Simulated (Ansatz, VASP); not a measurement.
**One calculation of Rb2H, two programs**

```xyz
6
Lattice="5.0763 0.0000 0.0000 0.0000 5.0763 0.0000 0.0000 0.0000 7.3080" Properties=species:S:1:pos:R:3 pbc="T T T"
Rb    0.0000    2.5382    1.4835
Rb    0.0000    2.5382    5.1375
Rb    2.5382    0.0000    2.1705
Rb    2.5382    0.0000    5.8244
H     0.0000    0.0000    0.0000
H     2.5382    2.5382    3.6540
```

Alike in both runs: task relaxation of cell and atoms; functional PBE; k mesh 8 × 8 × 6; occupations gaussian, width 0.1 eV; no spin polarisation.

|  | VASP | Ansatz |
| --- | --- | --- |
| version | VASP 6.6.1 | Ansatz 0.2.0 |
| potentials or method | VASP PAW PBE potentials, release 64 (Rb_sv, H), cutoff 600 eV | scalar-relativistic, plane waves, PAW |
| valence electrons in the cell | 38 | 38 |

|  | VASP | Ansatz | Ansatz less VASP |
| --- | --- | --- | --- |
| gap on the k mesh at the Fermi level, each at its own relaxed structure (eV) | none | none | - |
| relaxed volume (Å³/atom) | 51.80 | 53.51 | +1.708 |
| relaxed length of the cell vector where the two differ most in proportion (Å) | 14.199 | 15.651 | +1.4520 |

A gap of «none» marks a metal or a gap that the smearing closes. One of these differences is far larger than is usual between the two programs; its cause wasn't traced.

Noted on VASP's run: the volume moved by over 15 % at a fixed basis, so the end points are rough.
